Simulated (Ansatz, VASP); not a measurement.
One calculation of Re, two programs

```
Re
1.0
     0.00000    1.87625    1.92562
     1.87625    0.00000    1.92562
     1.87625    1.87625    0.00000
Re
1
Direct
  0.00000 0.00000 0.00000
```

Change from the starting cell: strain -0.050 along x and y, -0.025 along z, atoms carried along.

Alike in both runs: task single point; functional PBEsol; k mesh 20 × 20 × 20; occupations gaussian, width 0.15 eV; no spin polarisation.

```csv
,VASP,Ansatz
version,VASP 6.6.1,Ansatz 0.2.0
potentials or method,"VASP PAW PBE potentials, release 64 (Re), cutoff 520 eV","scalar-relativistic, plane waves, PAW"
valence electrons in the cell,7,15
```

```csv
,VASP,Ansatz,Ansatz less VASP
gap on the k mesh at the Fermi level (eV),none,none,-
pressure (GPa),35.0,34.1,-0.93
"traceless stress, the component that is largest in VASP (GPa)",-6.63,-6.68,-0.054
```

VASP's potentials were made for PBE, not for PBEsol. A gap of «none» marks a metal or a gap that the smearing closes. Both programs put the cell under a high pressure, so it lies far from rest at this level. With one functional, cell and mesh, what is left measures potentials, basis and numerics. VASP's potentials hold 7 valence electrons a cell and Ansatz's 15, so a difference there can come from the potentials and not from the codes.

Neither program's run includes spin-orbit coupling.
